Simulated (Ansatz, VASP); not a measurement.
# Ru: VASP beside Ansatz

```
CELL_PARAMETERS angstrom
0.00000 1.85666 2.00575
1.85666 0.00000 2.00575
1.85666 1.85666 0.00000
ATOMIC_POSITIONS crystal
Ru 0.00000 0.00000 0.00000
```

Alike in both runs: task single point; functional PBE; k mesh 22 × 22 × 22; occupations gaussian, width 0.15 eV; no spin polarisation.

```csv
,VASP,Ansatz
version,VASP 6.6.1,Ansatz 0.2.0
potentials or method,"VASP PAW PBE potentials, release 64 (Ru_pv), cutoff 520 eV","scalar-relativistic, plane waves, PAW"
valence electrons in the cell,14,16
```

Ansatz gave:

* gap on the k mesh at the Fermi level (eV): none
* pressure (GPa): 1.0
* traceless stress, the component that is largest in VASP (GPa): -13.98

**Question.** Estimate VASP's values.

**Answer.** gap on the k mesh at the Fermi level (eV): none; pressure (GPa): 0.8; traceless stress, the component that is largest in VASP (GPa): -13.96.

A gap of «none» marks a metal or a gap that the smearing closes. With one functional, cell and mesh, what is left measures potentials, basis and numerics. VASP's potentials hold 14 valence electrons a cell and Ansatz's 16, so a difference there can come from the potentials and not from the codes.
